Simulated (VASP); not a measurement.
Set up this calculation in VASP 6.6.1, as the native input.

```yaml
Task: single point
Functional: PBE
Potentials_or_basis: VASP PAW PBE potentials, release 64 (Ti_sv)
Cutoff: 520 eV
k_mesh: 46 × 46 × 46
Occupations: fermi-dirac, width 0.0612256 eV
Spin: no spin polarisation
Dipole_correction: no
Further_INCAR_settings: ALGO = Normal; EDIFF = 1e-06; NBANDS = 12
```

The structure of Ti lies in POSCAR:

```
Ti
1.0
    0.0000000000      2.0287707230      2.0287707230
    2.0287707230      0.0000000000      2.0287707230
    2.0287707230      2.0287707230      0.0000000000
Ti
1
Direct
    0.0000000000      0.0000000000      0.0000000000
```

This isn't the form of Ti at room conditions, which is hcp.

One way to write it, as run:

INCAR

```
  PREC = Accurate
  ENCUT = 520
  EDIFF = 1E-6
  ISMEAR = -1
  SIGMA = 0.06122561905347299
  LREAL = False
  LASPH = True
  NELM = 100
  ALGO = Normal
  ISIF = 2
  LWAVE = False
  LCHARG = False
  GGA = PE
  NBANDS = 12
```

KPOINTS

```
Automatic mesh
0
Gamma
  46 46 46
```

Potentials or basis: VASP PAW PBE potentials, release 64 (Ti_sv).

The run is started by

```bash
$ cat potpaw_PBE.64/Ti_sv/POTCAR > POTCAR
$ mpirun -np 1 vasp_std > vasp.out
```

It gave:

The pressure is 4.4 GPa and the band gap on the k mesh is zero (bands 6 and 7 overlap by 1.37 eV).

Caveat: the cell stands under pressure.

Run time: 2.1 min on 1 thread of Intel(R) Xeon(R) 6975P-C (Granite Rapids), on a shared host, peak memory 0.56 GiB.
